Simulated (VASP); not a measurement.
Runs of VASP 6.6.1 on Fe. The structure is that of space group Im-3m (No. 229), or close to it. The cells are those of the table. 

```tsv
cell	gap on the mesh (eV)	pressure (GPa)	moment (μB)
a = 2.457 Å, angles 109.5°, 1 atom	none	5.8	(b)
a = 2.432 Å, angles 109.5°, 1 atom	none	12.5	(a)
a = 2.531 Å, angles 109.5°, 1 atom	none	-9.8	2.69
a = 2.482 Å, angles 109.5°, 1 atom	none	-0.4	(c)
a = 2.507 Å, angles 109.5°, 1 atom	none	-5.8	2.66
```

Alike in all rows: task single point; level r2SCAN; potentials or basis VASP PAW PBE potentials, release 64 (Fe); spin collinear, ferromagnetic start; k mesh 20 × 20 × 20; cutoff (eV) 520; smearing gaussian 0.1 eV.

Question: Fill in the values left out.

Answer: (a) 2.59; (b) 2.63; (c) 2.65.

Caveats: the PAW data sets were made with another functional, which shifts forces and pressure a little; the cell stands under pressure (at least some runs); the cell stands under tension (at least some runs).

A gap of «none» marks levels without a gap at the run's occupations.
